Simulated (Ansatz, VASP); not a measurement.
# CdF2: VASP beside Ansatz

```
CELL_PARAMETERS angstrom
0.00000 2.64057 2.64057
2.64057 0.00000 2.64057
2.64057 2.64057 0.00000
ATOMIC_POSITIONS crystal
Cd 0.00000 0.00000 0.00000
F 0.25000 0.25000 0.25000
F 0.75000 0.75000 0.75000
```

Alike in both runs: functional r2SCAN; k mesh 10 × 10 × 10; occupations fermi-dirac, width 0.02 eV; no spin polarisation.

Ansatz relaxed the structure, and its values are those at the end. VASP's run is a single point on that final structure, the one shown.

|  | VASP | Ansatz |
| --- | --- | --- |
| version | VASP 6.6.1 | Ansatz 0.2.0 |
| potentials or method | VASP PAW PBE potentials, release 64 (Cd, F), cutoff 520 eV | PAW plane waves |
| valence electrons in the cell | 26 | 34 |

Ansatz gave:

* gap on the k mesh at the Fermi level (eV): 4.02
* pressure (GPa): 8.1

**Question.** Estimate VASP's values.

**Answer.** gap on the k mesh at the Fermi level (eV): 3.98; pressure (GPa): 9.3.

VASP's potentials were made for PBE, not for r2SCAN. VASP's potentials hold 26 valence electrons a cell and Ansatz's 34, so a difference there can come from the potentials and not from the codes. Ansatz's warnings: stress scf threshold loose.
